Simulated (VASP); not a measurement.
Write the native input for VASP 6.6.1 that does the following.

```
Task                   : single point
Functional             : PBE
Potentials or basis    : VASP PAW PBE potentials, release 64 (In_d, Se)
Cutoff                 : 520 eV
k mesh                 : 6 × 6 × 6
Occupations            : gaussian, width 0.2 eV
Spin                   : no spin polarisation
Dipole correction      : no
Further INCAR settings : ALGO = Normal; EDIFF = 1e-07; NBANDS = 27
```

The structure of InSe lies in POSCAR:

```
InSe
1.0
    0.0009487865     -2.9154926465     -2.9052428459
   -2.9155345449      0.0010366774     -2.9054306210
    3.3119497342      3.2909910991     -6.2020467602
In Se
2 2
Direct
    0.9999332737      0.9999240431     -0.0000904153
    0.4999591024      0.5000716124      0.4999755024
    0.2370993581      0.2366047555      0.2894898642
    0.7630082659      0.7633995891      0.7106250487
```

The input as run:

INCAR

```
SYSTEM = InSe
PREC = Accurate ; ENCUT = 520
EDIFF = 1E-7 ; ISMEAR = 0
SIGMA = 0.2 ; LREAL = .False.
LASPH = .True. ; NELM = 100
ALGO = Normal ; ISIF = 2
LWAVE = .False. ; LCHARG = .False.
GGA = PE ; NBANDS = 27
```

KPOINTS

```
regular mesh
0
Gamma
  6 6 6
  0 0 0
```

Potentials or basis: VASP PAW PBE potentials, release 64 (In_d, Se).

Launch:

```bash
$ cat potpaw_PBE.64/In_d/POTCAR potpaw_PBE.64/Se/POTCAR > POTCAR
$ mpirun -np 1 vasp_std > vasp.out
```

Results of the run:

* Pressure: -0.1 GPa
* Largest force: 0.007 eV/Å
* Band gap on the k mesh: zero (bands 19 and 20 overlap by 0.51 eV)

Caveat: spin-orbit coupling is left out, which moves the levels of the heavy elements.

Run time: 4.8 min on 1 thread of Intel(R) Xeon(R) Platinum 8259CL CPU @ 2.50GHz (Skylake/Cascade Lake), on a shared host, peak memory 0.44 GiB.
